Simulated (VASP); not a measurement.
# Be (P6_3/mmc) in VASP: further runs

The runs below take Be through relaxation of cell and atoms, single point, with PBE, LDA.

Everything below comes from runs of VASP 6.6.1. Logs are shortened: lines on timing, memory, paths and dates and some standing lists are left out, and cuts for length are marked.

## 1. The cell of the first run

It takes space group P6_3/mmc (No. 194, hexagonal). The conventional cell has a = 2.290 Å, b = 2.290 Å, c = 3.588 Å, α = 90.00°, β = 90.00°, γ = 120.00°. Be (site symmetry -6m2) has 12 Be at 2.23 to 2.29 Å within 2.9 Å.

## 2. Relaxation of cell and atoms, PBE

The input, INCAR:

```
PREC     = Accurate       # precision mode
ENCUT    = 600            # plane-wave cutoff, eV
EDIFF    = 1E-6           # SCF threshold, eV
ISMEAR   = 1              # smearing method
SIGMA    = 0.1            # smearing width, eV
LREAL    = F              # projectors in reciprocal space
LASPH    = T              # aspherical terms in the spheres
NELM     = 100            # most SCF steps
ALGO     = Normal         # electronic algorithm
ISIF     = 3              # what is computed and relaxed
LWAVE    = F              # write WAVECAR
LCHARG   = F              # write CHGCAR
GGA      = PE             # functional
IBRION   = 2              # ionic algorithm
NSW      = 60             # ionic steps
EDIFFG   = -0.005         # ionic threshold
```

The input, KPOINTS:

```
regular mesh
0
Gamma
  27 27 15
```

The input, POSCAR:

```
Be
1.0
    2.2900000000      0.0000000000      0.0000000000
   -1.1450000000      1.9831981750      0.0000000000
    0.0000000000      0.0000000000      3.5884300000
Be
2
Direct
    0.0000000000      0.0000000000      0.0000000000
    0.3333333333      0.6666666667      0.5000000000
```

Potentials or basis: VASP PAW PBE potentials, release 64 (Be).

The run is started by

```sh
$ cat potpaw_PBE.64/Be/POTCAR > POTCAR
$ mpirun -np 1 vasp_std > vasp.out
```

OUTCAR:

```text
PREC = Accurate
   ENCUT = 600
   EDIFF = 1E-6
   ISMEAR = 1
   LREAL = F
   LASPH = T
   NELM = 100
   ISIF = 3
   GGA = PE
   IBRION = 2
   NSW = 60
   EDIFFG = -0.005

 ion  position               nearest neighbor table
   1  0.000  0.000  0.000-   2 2.23   2 2.23   2 2.23   2 2.23   2 2.23   2 2.23
   2  0.333  0.667  0.500-   1 2.23   1 2.23   1 2.23   1 2.23   1 2.23   1 2.23

  LATTYP: Found a hexagonal cell.
 ALAT       =     2.2900000000
 C/A-ratio  =     1.5670000000

  Lattice vectors:

 A1 = (   2.2900000000,   0.0000000000,   0.0000000000)
 A2 = (  -1.1450000000,   1.9831981750,   0.0000000000)
 A3 = (   0.0000000000,   0.0000000000,   3.5884300000)

Analysis of symmetry for initial positions (statically):
=====================================================================
 Subroutine PRICEL returns:
 Original cell was already a primitive cell.

 Routine SETGRP: Setting up the symmetry group for a
 hexagonal supercell.

 Subroutine GETGRP returns: Found 24 space group operations
 (whereof 12 operations were pure point group operations)
 out of a pool of 24 trial point group operations.

The static configuration has the point symmetry D_3h.
 The point group associated with its full space group is D_6h.

Analysis of symmetry for dynamics (positions and initial velocities):
=====================================================================
 Subroutine PRICEL returns:
 Original cell was already a primitive cell.

 Routine SETGRP: Setting up the symmetry group for a
 hexagonal supercell.

 Subroutine GETGRP returns: Found 24 space group operations
 (whereof 12 operations were pure point group operations)
 out of a pool of 24 trial point group operations.

The dynamic configuration has the point symmetry D_3h.
 The point group associated with its full space group is D_6h.

 Subroutine INISYM returns: Found 24 space group operations
 (whereof 12 operations are pure point group operations),
 and found     1 'primitive' translations

----------------------------------------------------------------------------------------

                                     Primitive cell

  volume of cell :      16.2969

  direct lattice vectors                    reciprocal lattice vectors
     2.290000000  0.000000000  0.000000000     0.436681223  0.252118021  0.000000000
    -1.145000000  1.983198175  0.000000000     0.000000000  0.504236043  0.000000000
     0.000000000  0.000000000  3.588430000     0.000000000  0.000000000  0.278673403

  length of vectors
     2.290000000  2.290000000  3.588430000     0.504236043  0.504236043  0.278673403

  position of ions in fractional coordinates (direct lattice)
     0.000000000  0.000000000  0.000000000
     0.333333333  0.666666667  0.500000000

  ion indices of the primitive-cell ions
   primitive index   ion index
                 1           1
                 2           2

----------------------------------------------------------------------------------------

 KPOINTS: regular mesh

Automatic generation of k-mesh.
 Grid dimensions read from file:
 generate k-points for:   27   27   15

 Generating k-lattice:

  Cartesian coordinates                     Fractional coordinates (reciprocal lattice)
     0.016173379  0.009337704  0.000000000     0.037037037 -0.000000000  0.000000000
     0.000000000  0.018675409  0.000000000     0.000000000  0.037037037  0.000000000
     0.000000000  0.000000000  0.018578227     0.000000000  0.000000000  0.066666667

  Length of vectors
     0.018675409  0.018675409  0.018578227

  Shift w.r.t. Gamma in fractional coordinates (k-lattice)
     0.000000000  0.000000000  0.000000000

 Subroutine IBZKPT returns following result:
 ===========================================

 Found    600 irreducible k-points:

 Following reciprocal coordinates:
            Coordinates               Weight
  0.000000  0.000000  0.000000      1.000000
  0.037037  0.000000  0.000000      6.000000
  0.074074  0.000000  0.000000      6.000000
  0.111111 -0.000000  0.000000      6.000000
  0.148148  0.000000  0.000000      6.000000
  0.185185  0.000000  0.000000      6.000000
[... 16 lines left out ...]
  0.333333  0.037037  0.000000     12.000000
  0.370370  0.037037  0.000000     12.000000
 [... further k-points ...]
   k-points           NKPTS =    600   k-points in BZ     NKDIM =    600   number of bands    NBANDS=      6
   number of dos      NEDOS =    301   number of ions     NIONS =      2
   total plane-waves  NPLWV =   9720
   dimension x,y,z NGX =    18 NGY =   18 NGZ =   30
   dimension x,y,z NGXF=    36 NGYF=   36 NGZF=   60
   ions per type =               2
   NGX,Y,Z   is equivalent  to a cutoff of  13.07, 13.07, 13.90 a.u.
   NGXF,Y,Z  is equivalent  to a cutoff of  26.13, 26.13, 27.80 a.u.
 SYSTEM =  unknown system
   PREC   = accura    normal or accurate (medium, high low for compatibility)
   ISTART =      0    job   : 0-new  1-cont  2-samecut
   ICHARG =      2    charge: 1-file 2-atom 10-const
   ISPIN  =      1    spin polarized calculation?
   LNONCOLLINEAR =      F non collinear calculations
   LSORBIT =      F    spin-orbit coupling
   LASPH  =      T    aspherical Exc in radial PAW
   ENCUT  =  600.0 eV  44.10 Ry    6.64 a.u.   4.57  4.57  7.17*2*pi/ulx,y,z
   NELM   =    100;   NELMIN=  2; NELMDL= -5     # of ELM steps
   EDIFF  = 0.1E-05   stopping-criterion for ELM
   LREAL  =      F    real-space projection
   EDIFFG = -.5E-02   stopping-criterion for IOM
   NSW    =     60    number of steps for IOM
   IBRION =      2    ionic relax: 0-MD 1-quasi-New 2-CG
   NFREE  =      1    steps in history (QN), initial steepest desc. (CG)
   ISIF   =      3    stress and relaxation
   ISYM   =      2    0-nonsym 1-usesym 2-fastsym
   POTIM  = 0.5000    time-step for ionic-motion
   TEBEG  =    0.0;   TEEND  =   0.0 temperature during run
   PSTRESS=    0.0 pullay stress
   NELECT =       4.0000    total number of electrons
   NUPDOWN=      -1.0000    fix difference up-down
   EMIN   =  10.00;   EMAX   =-10.00  energy-range for DOS
   EFERMI =   0.00;   METHOD = LEGACY
   ISMEAR =     1;   SIGMA  =   0.10  broadening in eV -4-tet -1-fermi 0-gaus
   EFERMI_NEDOS =   21; number of points for ismear=-14 and -15
   IALGO  =     38    algorithm
   IMIX   =      4    mixing-type and parameters
     AMIX     =   0.40;   BMIX     =  1.00
     AMIX_MAG =   1.60;   BMIX_MAG =  1.00
  volume/ion in A,a.u.               =       8.15        54.99
  Fermi-wavevector in a.u.,A,eV,Ry     =   1.025005  1.936979 14.294770  1.050636
  Thomas-Fermi vector in A             =   2.158823
   LORBIT       =      0    0 simple, 1 ext, 2 COOP (PROOUT), +10 PAW based schemes
   GGA     = PE    functional components
   LHFCALC =     F    Hartree Fock is set to
   AEXX    =    0.0000 exact exchange contribution
   IVDW    =     0    specifies the selected vdW correction
   LEPSILON=     F    determine dielectric tensor
   LRPA    =     F    only Hartree local field effects (RPA)
 conjugate gradient relaxation of ions
 non-spin polarized calculation
 Methfessel and Paxton  Order N= 1 SIGMA  =   0.10
  energy-cutoff  :      600.00
  volume of cell :       16.30
 maximum number of plane-waves:       559
   NGX =  9   NGY =  9   NGZ = 15

--------------------------------------- Ionic step        1  -------------------------------------------

 number of electron       4.0000000 magnetization

 Free energy of the ion-electron system (eV)
  ---------------------------------------------------
  ext. energy  EPLUGINS =         0.00000000
  ---------------------------------------------------
  free energy    TOTEN  =        -7.52949654 eV

  energy without entropy =       -7.52961783  energy(sigma->0) =       -7.52953697

------------------------ aborting loop because EDIFF is reached ----------------------------------------

  FORCE on cell =-STRESS in cart. coord.  units (eV):
  Direction    XX          YY          ZZ          XY          YZ          ZX
  --------------------------------------------------------------------------------------
  -------------------------------------------------------------------------------------
  Total       -0.3540453     -0.3540453     -0.2988049      0.0000000      0.0000000      0.0000000
  in kB      -34.8067364    -34.8067364    -29.3759684      0.0000000      0.0000000      0.0000000
  external PRESSURE =     -32.9964804 kB  Pullay stress =       0.0000000 kB

 VOLUME and BASIS-vectors are now :
 -----------------------------------------------------------------------------
  energy-cutoff  :      600.00
  volume of cell :       16.30
      direct lattice vectors                 reciprocal lattice vectors
     2.290000000  0.000000000  0.000000000     0.436681223  0.252118021  0.000000000
    -1.145000000  1.983198175  0.000000000     0.000000000  0.504236043  0.000000000
     0.000000000  0.000000000  3.588430000     0.000000000  0.000000000  0.278673403
[... 109 lines left out ...]
 POSITION                                       TOTAL-FORCE (eV/Angst)
 -----------------------------------------------------------------------------------
      1.13344      1.96318     -0.00000         0.000000     -0.000000      0.000000
     -0.00000      1.30878      1.77893        -0.000000      0.000000      0.000000
 -----------------------------------------------------------------------------------
    total drift:                               -0.000000      0.000000     -0.000000

  FREE ENERGIE OF THE ION-ELECTRON SYSTEM (eV)
  ---------------------------------------------------
  free  energy   TOTEN  =        -7.5343419513 eV

  energy  without entropy=       -7.5344777915  energy(sigma->0) =       -7.53438723

--------------------------------------- Ionic step        5  -------------------------------------------

 number of electron       4.0000000 magnetization

 Free energy of the ion-electron system (eV)
  ---------------------------------------------------
  ext. energy  EPLUGINS =         0.00000000
  ---------------------------------------------------
  free energy    TOTEN  =        -7.53436670 eV

  energy without entropy =       -7.53451756  energy(sigma->0) =       -7.53441698

 E-fermi :   6.9280     XC(G=0): -10.6010

 val. band max:        6.8747129182   @ k =   0.2593   0.2593   0.1333
 cond. band min:       6.9422153704   @ k =   0.2963   0.2963   0.2000
 fundamental gap:      0.0675024522
 Fermi energy:         6.9280358967

 k-point     1 :       0.0000    0.0000    0.0000
  band No.  band energies     occupation
      1      -4.3298      2.00000
      2       2.5963      2.00000
      3       8.1550     -0.00000
      4      22.9539      0.00000
      5      22.9539      0.00000
      6      25.8088      0.00000

 k-point     2 :       0.0370    0.0000    0.0000
  band No.  band energies     occupation
      1      -4.2904      2.00000
      2       2.6478      2.00000
      3       8.1668     -0.00000
      4      22.6139      0.00000
      5      22.6848      0.00000
      6      25.8158      0.00000
[... 181 lines left out ...]
 k-point    23 :       0.3333    0.0370    0.0000
  band No.  band energies     occupation
      1      -0.7544      2.00000
      2       7.1535     -0.00646
      3       7.2166     -0.00035
      4      13.1385      0.00000
      5      16.8054      0.00000
      6      18.4103      0.00000

 k-point    24 :       0.3704    0.0370    0.0000
  band No.  band energies     occupation
      1       0.0113      2.00000
      2       6.2657      2.00000
      3       8.1912     -0.00000
      4      13.1360      0.00000
      5      16.3781      0.00000
      6      16.8355      0.00000

 [... further k-points ...]

------------------------ aborting loop because EDIFF is reached ----------------------------------------

  FORCE on cell =-STRESS in cart. coord.  units (eV):
  Direction    XX          YY          ZZ          XY          YZ          ZX
  --------------------------------------------------------------------------------------
  -------------------------------------------------------------------------------------
  Total        0.0040950      0.0040950      0.0093172      0.0000000      0.0000000     -0.0000000
  in kB        0.4143705      0.4143705      0.9427961      0.0000000      0.0000000     -0.0000000
  external PRESSURE =       0.5905124 kB  Pullay stress =       0.0000000 kB

 VOLUME and BASIS-vectors are now :
 -----------------------------------------------------------------------------
  energy-cutoff  :      600.00
  volume of cell :       15.83
      direct lattice vectors                 reciprocal lattice vectors
     2.265891272  0.000000000  0.000000000     0.441327442  0.254800518  0.000000000
    -1.132945636  1.962319404 -0.000000000     0.000000000  0.509601035  0.000000000
     0.000000000  0.000000000  3.560967398     0.000000000  0.000000000  0.280822565

 POSITION                                       TOTAL-FORCE (eV/Angst)
 -----------------------------------------------------------------------------------
      0.00000      0.00000      3.56097         0.000000      0.000000      0.000000
     -0.00000      1.30821      1.78048        -0.000000     -0.000000      0.000000
 -----------------------------------------------------------------------------------
    total drift:                               -0.000000      0.000000      0.000000

  FREE ENERGIE OF THE ION-ELECTRON SYSTEM (eV)
  ---------------------------------------------------
  free  energy   TOTEN  =        -7.5343666958 eV

  energy  without entropy=       -7.5345175558  energy(sigma->0) =       -7.53441698

 reached required accuracy - stopping structural energy minimisation
```

Wall time 37 s (1 thread of Intel Xeon 6975P-C (Granite Rapids), shared host); peak memory 0.17 GiB.

What came out:

* Free energy: -7.5344 eV
* Relaxed volume: 7.92 Å³/atom
* Relaxed cell: a = 2.266 Å, b = 2.266 Å, c = 3.561 Å, α = 90.00°, β = 90.00°, γ = 120.00°
* Space group after relaxing (to 0.1 Å): P6_3/mmc (No. 194)
* Energy gained by relaxing: 2.4 meV/atom
* Ionic steps: 5
* Pressure after relaxing: 0.1 GPa
* Band gap on the k mesh: zero (bands 2 and 3 overlap by 2.16 eV)

The path:
```
step  energy change (eV)  largest force (eV/Å)  pressure (GPa)  volume (Å³)
   1              0.0000                0.0000           -3.30        16.30
   2             -0.0047                0.0000           -0.47        15.90
   3             -0.0048                0.0000            0.01        15.84
   4             -0.0048                0.0000            0.08        15.83
   5             -0.0049                0.0000            0.06        15.83
```

Final structure:
```cif
data_structure
_symmetry_space_group_name_H-M 'P 1'
_symmetry_Int_Tables_number 1
_cell_length_a 2.2659
_cell_length_b 2.2659
_cell_length_c 3.5610
_cell_angle_alpha 90.000
_cell_angle_beta 90.000
_cell_angle_gamma 120.000
_cell_volume 15.83
loop_
_atom_site_label
_atom_site_type_symbol
_atom_site_fract_x
_atom_site_fract_y
_atom_site_fract_z
_atom_site_occupancy
Be1 Be 0.00000 0.00000 0.00000 1
Be2 Be 0.33333 0.66667 0.50000 1
```

## 3. Single point, LDA

This run uses another cell than the first one, of 7.55 Å³/atom.

The input, INCAR:

```
PREC     = Accurate       # precision mode
ENCUT    = 520            # plane-wave cutoff, eV
EDIFF    = 1E-6           # SCF threshold, eV
ISMEAR   = 1              # smearing method
SIGMA    = 0.1            # smearing width, eV
LREAL    = F              # projectors in reciprocal space
LASPH    = T              # aspherical terms in the spheres
NELM     = 80             # most SCF steps
ALGO     = Normal         # electronic algorithm
ISIF     = 2              # what is computed and relaxed
LWAVE    = F              # write WAVECAR
LCHARG   = F              # write CHGCAR
GGA      = CA             # functional
NBANDS   = 9              # bands
```

The input, KPOINTS:

```
Automatic mesh
0
Gamma
  41 41 23
```

The input, POSCAR:

```
Be
1.0
    2.2288004080      0.0000000000      0.0000000000
   -1.1144002040      1.9301977730      0.0000000000
    0.0000000000      0.0000000000      3.5095302650
Be
2
Direct
    0.0000000000      0.0000000000      0.0000000000
    0.3333333333      0.6666666667      0.5000000000
```

Potentials or basis: VASP PAW LDA potentials, release 64 (Be).

The run is started by

```sh
$ cat potpaw_LDA.64/Be/POTCAR > POTCAR
$ mpirun -np 1 vasp_std > vasp.out
```

OUTCAR:

```text
PREC = Accurate
   ENCUT = 520
   EDIFF = 1E-6
   ISMEAR = 1
   LREAL = F
   LASPH = T
   NELM = 80
   ISIF = 2
   GGA = CA

 ion  position               nearest neighbor table
   1  0.000  0.000  0.000-   2 2.18   2 2.18   2 2.18   2 2.18   2 2.18   2 2.18
   2  0.333  0.667  0.500-   1 2.18   1 2.18   1 2.18   1 2.18   1 2.18   1 2.18

  LATTYP: Found a hexagonal cell.
 ALAT       =     2.2288004080
 C/A-ratio  =     1.5746274329

  Lattice vectors:

[... 475 lines left out ...]

 [... further k-points ...]

------------------------ aborting loop because EDIFF is reached ----------------------------------------

  FORCE on cell =-STRESS in cart. coord.  units (eV):
  Direction    XX          YY          ZZ          XY          YZ          ZX
  --------------------------------------------------------------------------------------
  -------------------------------------------------------------------------------------
  Total        0.0265195      0.0265195      0.0777770      0.0000000      0.0000000      0.0000000
  in kB        2.8141899      2.8141899      8.2535302      0.0000000      0.0000000      0.0000000
  external PRESSURE =       4.6273033 kB  Pullay stress =       0.0000000 kB

 VOLUME and BASIS-vectors are now :
 -----------------------------------------------------------------------------
  energy-cutoff  :      520.00
  volume of cell :       15.10
      direct lattice vectors                 reciprocal lattice vectors
     2.228800408  0.000000000  0.000000000     0.448671849  0.259040813  0.000000000
    -1.114400204  1.930197773  0.000000000     0.000000000  0.518081626  0.000000000
     0.000000000  0.000000000  3.509530265     0.000000000  0.000000000  0.284938418

 POSITION                                       TOTAL-FORCE (eV/Angst)
 -----------------------------------------------------------------------------------
      0.00000      0.00000      0.00000         0.000000      0.000000      0.000000
     -0.00000      1.28680      1.75477        -0.000000      0.000000      0.000000
 -----------------------------------------------------------------------------------
    total drift:                                0.000000     -0.000000      0.000000

  FREE ENERGIE OF THE ION-ELECTRON SYSTEM (eV)
  ---------------------------------------------------
  free  energy   TOTEN  =        -8.4198167716 eV

  energy  without entropy=       -8.4197773913  energy(sigma->0) =       -8.41980364
```

It took 73 s on 1 thread of Intel Xeon 6975P-C (Granite Rapids), shared host; peak memory 0.31 GiB.

What came out:

- Free energy: -8.4198 eV
- Pressure: 0.5 GPa
- Band gap on the k mesh: zero (bands 2 and 3 overlap by 1.86 eV)

Stress tensor (GPa, compression positive):
```
0.28 0.00 0.00
0.00 0.28 0.00
0.00 0.00 0.83
```
